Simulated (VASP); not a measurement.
Here is a VASP 6.6.1 calculation.

Contents of INCAR:

```
SYSTEM = MgH2
PREC = Accurate ; ENCUT = 520
EDIFF = 1E-7 ; ISMEAR = 0
SIGMA = 0.1 ; LREAL = .FALSE.
LASPH = .TRUE. ; NELM = 100
ALGO = Normal ; ISIF = 2
LWAVE = .FALSE. ; LCHARG = .FALSE.
GGA = PE ; NBANDS = 13
```

File KPOINTS:

```
regular mesh
0
G
  6 6 4
  0 0 0
```

File POSCAR:

```
MgH2
1.0
    2.2479461100     -2.3055819800      0.0000000000
    2.2479461100      2.3055819800      0.0000000000
    0.0000000000      0.0000000000      4.8470947400
Mg H
2 4
Direct
    0.0961728700      0.0961728700      0.0000000000
    0.9038271300      0.9038271300      0.5000000000
    0.4072456500      0.0641537300      0.6692364300
    0.5927543500      0.9358462700      0.1692364300
    0.9358462700      0.5927543500      0.8307635700
    0.0641537300      0.4072456500      0.3307635700
```

Potentials or basis: VASP PAW PBE potentials, release 64 (Mg, H).

Launch:

```sh
$ cat potpaw_PBE.64/Mg/POTCAR potpaw_PBE.64/H/POTCAR > POTCAR
$ mpirun -np 1 vasp_std > vasp.out
```

(1) Predict the largest force.

(2) Predict the band gap on the k mesh.

Results:

(1) 0.792 eV/Å.

(2) 1.51 eV (least direct gap 2.43 eV).
